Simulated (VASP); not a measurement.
# Mo (Cmce) in VASP: a series of runs

Mo is run at these levels: PBE; tasks: single point, relaxation of cell and atoms.

Everything below comes from runs of VASP 6.6.1. Logs are shortened: lines on timing, memory, paths and dates and some standing lists are left out, and cuts for length are marked.

### Step 1. The cell of the first run

The structure is orthorhombic, space group Cmce (No. 64). The conventional cell has a = 4.290 Å, b = 7.270 Å, c = 4.295 Å, α = 90.00°, β = 90.00°, γ = 90.00°. Within 3.1 Å of Mo (site symmetry m) lie 7 Mo at 2.32 to 2.66 Å.

### Step 2. Single point, PBE

The input, INCAR:

```
PREC     = Accurate       # precision mode
ENCUT    = 520            # plane-wave cutoff, eV
EDIFF    = 1E-6           # SCF threshold, eV
ISMEAR   = 0              # smearing method
SIGMA    = 0.1            # smearing width, eV
LREAL    = F              # projectors in reciprocal space
LASPH    = T              # aspherical terms in the spheres
NELM     = 80             # most SCF steps
ALGO     = Normal         # electronic algorithm
ISIF     = 2              # what is computed and relaxed
LWAVE    = F              # write WAVECAR
LCHARG   = F              # write CHGCAR
GGA      = PE             # functional
NBANDS   = 36             # bands
```

The input, KPOINTS:

```
regular mesh
0
Gamma
  6 6 4
```

The input, POSCAR:

```
Mo
1.0
    2.1447590161     -3.6349687911      0.0000000000
    2.1447590161      3.6349687911      0.0000000000
    0.0000000000      0.0000000000      4.2952238224
Mo
4
Direct
    0.1525000000      0.8475000000      0.0785000000
    0.6525000000      0.3475000000      0.4215000000
    0.8475000000      0.1525000000      0.9215000000
    0.3475000000      0.6525000000      0.5785000000
```

Potentials or basis: VASP PAW PBE potentials, release 64 (Mo_sv).

On the command line:

```console
cat potpaw_PBE.64/Mo_sv/POTCAR > POTCAR
mpirun -np 1 vasp_std > vasp.out
```

OUTCAR:

```text
PREC = Accurate
   ENCUT = 520
   EDIFF = 1E-6
   ISMEAR = 0
   LREAL = F
   LASPH = T
   NELM = 80
   ISIF = 2
   GGA = PE

 ion  position               nearest neighbor table
   1  0.153  0.847  0.078-   3 2.32   4 2.57   4 2.57   2 2.60   2 2.60   3 2.66   3 2.66
   2  0.653  0.347  0.422-   4 2.32   3 2.57   3 2.57   1 2.60   1 2.60   4 2.66   4 2.66
   3  0.847  0.153  0.922-   1 2.32   2 2.57   2 2.57   4 2.60   4 2.60   1 2.66   1 2.66
   4  0.347  0.653  0.578-   2 2.32   1 2.57   1 2.57   3 2.60   3 2.60   2 2.66   2 2.66

  LATTYP: Found a base centered orthorhombic cell.
 ALAT       =     4.2895180322
 B/A-ratio  =     1.6948145520
 C/A-ratio  =     1.0013301705

  Lattice vectors:

 A1 = (   2.1447590161,  -3.6349687911,   0.0000000000)
 A2 = (   2.1447590161,   3.6349687911,   0.0000000000)
 A3 = (   0.0000000000,   0.0000000000,   4.2952238224)

Analysis of symmetry for initial positions (statically):
=====================================================================
 Subroutine PRICEL returns:
 Original cell was already a primitive cell.

 Routine SETGRP: Setting up the symmetry group for a
 base centered orthorhombic supercell.

 Subroutine GETGRP returns: Found  8 space group operations
 (whereof  4 operations were pure point group operations)
 out of a pool of  8 trial point group operations.

The static configuration has the point symmetry C_2h.
 The point group associated with its full space group is D_2h.

Analysis of symmetry for dynamics (positions and initial velocities):
=====================================================================
 Subroutine PRICEL returns:
 Original cell was already a primitive cell.

 Routine SETGRP: Setting up the symmetry group for a
 base centered orthorhombic supercell.

 Subroutine GETGRP returns: Found  8 space group operations
 (whereof  4 operations were pure point group operations)
 out of a pool of  8 trial point group operations.

The dynamic configuration has the point symmetry C_2h.
 The point group associated with its full space group is D_2h.

 Subroutine INISYM returns: Found  8 space group operations
 (whereof  4 operations are pure point group operations),
 and found     1 'primitive' translations

----------------------------------------------------------------------------------------

                                     Primitive cell

  volume of cell :      66.9723

  direct lattice vectors                    reciprocal lattice vectors
     2.144759016 -3.634968791  0.000000000     0.233126424 -0.137552763  0.000000000
     2.144759016  3.634968791  0.000000000     0.233126424  0.137552763  0.000000000
     0.000000000  0.000000000  4.295223822     0.000000000  0.000000000  0.232816738

  length of vectors
     4.220543727  4.220543727  4.295223822     0.270681902  0.270681902  0.232816738

  position of ions in fractional coordinates (direct lattice)
     0.152500000  0.847500000  0.078500000
     0.652500000  0.347500000  0.421500000
     0.847500000  0.152500000  0.921500000
     0.347500000  0.652500000  0.578500000

  ion indices of the primitive-cell ions
   primitive index   ion index
                 1           1
                 2           2
                 3           3
                 4           4

----------------------------------------------------------------------------------------

 KPOINTS: regular mesh

Automatic generation of k-mesh.
 Grid dimensions read from file:
 generate k-points for:    6    6    4

 Generating k-lattice:

  Cartesian coordinates                     Fractional coordinates (reciprocal lattice)
     0.038854404 -0.022925460  0.000000000     0.166666667  0.000000000  0.000000000
     0.038854404  0.022925460  0.000000000     0.000000000  0.166666667  0.000000000
     0.000000000  0.000000000  0.058204185     0.000000000  0.000000000  0.250000000

  Length of vectors
     0.045113650  0.045113650  0.058204185

  Shift w.r.t. Gamma in fractional coordinates (k-lattice)
     0.000000000  0.000000000  0.000000000

 Subroutine IBZKPT returns following result:
 ===========================================

 Found     39 irreducible k-points:

 Following reciprocal coordinates:
            Coordinates               Weight
  0.000000  0.000000  0.000000      1.000000
  0.166667 -0.000000  0.000000      4.000000
  0.333333  0.000000  0.000000      4.000000
  0.500000  0.000000  0.000000      2.000000
  0.166667  0.166667  0.000000      2.000000
  0.333333  0.166667  0.000000      4.000000
[... 16 lines left out ...]
  0.333333  0.333333  0.250000      4.000000
  0.500000  0.333333  0.250000      8.000000
 [... further k-points ...]
   k-points           NKPTS =     39   k-points in BZ     NKDIM =     39   number of bands    NBANDS=     36
   number of dos      NEDOS =    301   number of ions     NIONS =      4
   total plane-waves  NPLWV =  32768
   dimension x,y,z NGX =    32 NGY =   32 NGZ =   32
   dimension x,y,z NGXF=    64 NGYF=   64 NGZF=   64
   ions per type =               4
   NGX,Y,Z   is equivalent  to a cutoff of  12.60, 12.60, 12.39 a.u.
   NGXF,Y,Z  is equivalent  to a cutoff of  25.21, 25.21, 24.77 a.u.
 SYSTEM =  unknown system
   PREC   = accura    normal or accurate (medium, high low for compatibility)
   ISTART =      0    job   : 0-new  1-cont  2-samecut
   ICHARG =      2    charge: 1-file 2-atom 10-const
   ISPIN  =      1    spin polarized calculation?
   LNONCOLLINEAR =      F non collinear calculations
   LSORBIT =      F    spin-orbit coupling
   LASPH  =      T    aspherical Exc in radial PAW
   ENCUT  =  520.0 eV  38.22 Ry    6.18 a.u.   7.85  7.85  7.99*2*pi/ulx,y,z
   NELM   =     80;   NELMIN=  2; NELMDL= -5     # of ELM steps
   EDIFF  = 0.1E-05   stopping-criterion for ELM
   LREAL  =      F    real-space projection
   EDIFFG = 0.1E-04   stopping-criterion for IOM
   NSW    =      0    number of steps for IOM
   IBRION =     -1    ionic relax: 0-MD 1-quasi-New 2-CG
   NFREE  =      0    steps in history (QN), initial steepest desc. (CG)
   ISIF   =      2    stress and relaxation
   ISYM   =      2    0-nonsym 1-usesym 2-fastsym
   POTIM  = 0.5000    time-step for ionic-motion
   TEBEG  =    0.0;   TEEND  =   0.0 temperature during run
   PSTRESS=    0.0 pullay stress
   NELECT =      56.0000    total number of electrons
   NUPDOWN=      -1.0000    fix difference up-down
   EMIN   =  10.00;   EMAX   =-10.00  energy-range for DOS
   EFERMI =   0.00;   METHOD = LEGACY
   ISMEAR =     0;   SIGMA  =   0.10  broadening in eV -4-tet -1-fermi 0-gaus
   EFERMI_NEDOS =   21; number of points for ismear=-14 and -15
   IALGO  =     38    algorithm
   IMIX   =      4    mixing-type and parameters
     AMIX     =   0.40;   BMIX     =  1.00
     AMIX_MAG =   1.60;   BMIX_MAG =  1.00
  volume/ion in A,a.u.               =      16.74       112.99
  Fermi-wavevector in a.u.,A,eV,Ry     =   1.542313  2.914549 32.364577  2.378729
  Thomas-Fermi vector in A             =   2.648135
   LORBIT       =      0    0 simple, 1 ext, 2 COOP (PROOUT), +10 PAW based schemes
   GGA     = PE    functional components
   LHFCALC =     F    Hartree Fock is set to
   AEXX    =    0.0000 exact exchange contribution
   IVDW    =     0    specifies the selected vdW correction
   LEPSILON=     F    determine dielectric tensor
   LRPA    =     F    only Hartree local field effects (RPA)
 non-spin polarized calculation
 Gauss-broadening in eV      SIGMA  =   0.10
  energy-cutoff  :      520.00
  volume of cell :       66.97
 maximum number of plane-waves:      1820
   NGX = 15   NGY = 15   NGZ = 15

 number of electron      56.0000005 magnetization

 Free energy of the ion-electron system (eV)
  ---------------------------------------------------
  ext. energy  EPLUGINS =         0.00000000
  ---------------------------------------------------
  free energy    TOTEN  =       -38.69201249 eV

  energy without entropy =      -38.67491619  energy(sigma->0) =      -38.68346434

 E-fermi :  11.1561     XC(G=0): -12.7463

 val. band max:       11.1357215087   @ k =   0.0000   0.0000   0.5000
 cond. band min:      11.1596507451   @ k =   0.3333   0.0000   0.2500
 fundamental gap:      0.0239292364
 Fermi energy:        11.1560571935

 k-point     1 :       0.0000    0.0000    0.0000
  band No.  band energies     occupation
      1     -49.6897      2.00000
      2     -49.2797      2.00000
      3     -49.0261      2.00000
      4     -49.0044      2.00000
      5     -24.7058      2.00000
      6     -24.2286      2.00000
[... 28 lines left out ...]
     35      15.2233      0.00000
     36      15.8669      0.00000

 k-point     2 :       0.1667   -0.0000    0.0000
  band No.  band energies     occupation
      1     -49.6561      2.00000
      2     -49.2902      2.00000
      3     -49.0429      2.00000
      4     -49.0132      2.00000
      5     -24.6850      2.00000
      6     -24.2629      2.00000
[... 28 lines left out ...]
     35      15.1094      0.00000
     36      15.5263      0.00000

 k-point     3 :       0.3333    0.0000    0.0000
  band No.  band energies     occupation
      1     -49.5650      2.00000
      2     -49.3407      2.00000
      3     -49.0660      2.00000
      4     -49.0357      2.00000
      5     -24.6163      2.00000
      6     -24.3624      2.00000
[... 28 lines left out ...]
     35      14.2511      0.00000
     36      15.5811      0.00000
[... 742 lines left out ...]
 k-point    23 :       0.3333    0.3333    0.2500
  band No.  band energies     occupation
      1     -49.4196      2.00000
      2     -49.3363      2.00000
      3     -49.2413      2.00000
      4     -49.0164      2.00000
      5     -24.6270      2.00000
      6     -24.5540      2.00000
[... 28 lines left out ...]
     35      14.8994      0.00000
     36      15.0225      0.00000

 k-point    24 :       0.5000    0.3333    0.2500
  band No.  band energies     occupation
      1     -49.4195      2.00000
      2     -49.3582      2.00000
      3     -49.2223      2.00000
      4     -49.0135      2.00000
      5     -24.5371      2.00000
      6     -24.5190      2.00000
[... 28 lines left out ...]
     35      14.7022      0.00000
     36      15.1060      0.00000

 [... further k-points ...]

------------------------ aborting loop because EDIFF is reached ----------------------------------------

  FORCE on cell =-STRESS in cart. coord.  units (eV):
  Direction    XX          YY          ZZ          XY          YZ          ZX
  --------------------------------------------------------------------------------------
  -------------------------------------------------------------------------------------
  Total        9.2873732     15.1685757      7.9793884      0.0000000      0.0000000      0.0000000
  in kB      222.1818071    362.8778017    190.8908898      0.0000000      0.0000000      0.0000000
  external PRESSURE =     258.6501662 kB  Pullay stress =       0.0000000 kB

 VOLUME and BASIS-vectors are now :
 -----------------------------------------------------------------------------
  energy-cutoff  :      520.00
  volume of cell :       66.97
      direct lattice vectors                 reciprocal lattice vectors
     2.144759016 -3.634968791  0.000000000     0.233126424 -0.137552763  0.000000000
     2.144759016  3.634968791  0.000000000     0.233126424  0.137552763  0.000000000
     0.000000000  0.000000000  4.295223822     0.000000000  0.000000000  0.232816738

 POSITION                                       TOTAL-FORCE (eV/Angst)
 -----------------------------------------------------------------------------------
      2.14476      2.52630      0.33718         0.000000     -0.904490     -0.583545
      2.14476     -1.10867      1.81044         0.000000     -0.904490      0.583545
      2.14476     -2.52630      3.95805         0.000000      0.904490      0.583545
      2.14476      1.10867      2.48479         0.000000      0.904490     -0.583545
 -----------------------------------------------------------------------------------
    total drift:                               -0.000000     -0.000000     -0.000000

  FREE ENERGIE OF THE ION-ELECTRON SYSTEM (eV)
  ---------------------------------------------------
  free  energy   TOTEN  =       -38.6920124860 eV

  energy  without entropy=      -38.6749161931  energy(sigma->0) =      -38.68346434
```

Wall time 23 s (1 thread of Intel Xeon 6975P-C (Granite Rapids), shared host); peak memory 0.21 GiB.

Results:

```
Free energy            : -38.6920 eV
Pressure               : 25.9 GPa
Largest force          : 1.076 eV/Å
Band gap on the k mesh : zero (bands 28 and 29 overlap by 0.59 eV)
```

Forces on the atoms (eV/Å):
```
Mo   0.000 -0.904 -0.584
Mo   0.000 -0.904  0.584
Mo   0.000  0.904  0.584
Mo   0.000  0.904 -0.584
```

Levels at points of the mesh, in eV from the Fermi level:
| k point | band 25 | band 26 | band 27 | band 28 | band 29 | band 30 | band 31 | band 32 |
| --- | --- | --- | --- | --- | --- | --- | --- | --- |
| (0.00, 0.00, 0.00) | -1.50 | -1.44 | -0.21 | -0.07 | 0.32 | 0.61 | 1.15 | 1.24 |
| (0.50, 0.00, 0.00) | -2.23 | -2.23 | -0.44 | -0.44 | 0.53 | 0.53 | 2.08 | 2.08 |
| (0.50, 0.50, 0.00) | -0.94 | -0.61 | -0.43 | 0.20 | 0.25 | 1.33 | 1.59 | 2.24 |
| (0.00, 0.00, 0.50) | -1.27 | -1.27 | -0.02 | -0.02 | 0.12 | 0.12 | 0.71 | 0.71 |
| (0.50, 0.00, 0.50) | -0.94 | -0.94 | -0.89 | -0.89 | 1.17 | 1.17 | 1.89 | 1.89 |
| (0.50, 0.50, 0.50) | -1.68 | -1.68 | -1.01 | -1.01 | 0.57 | 0.57 | 1.30 | 1.30 |

Caveat: the k points lie up to 0.37 Å⁻¹ apart, too coarse for converged energies and pressures of a metal; forces of over 1 eV/Å act on the atoms, so gaps and moduli don't describe the material at rest.

(Continued in part 2 of 2.)
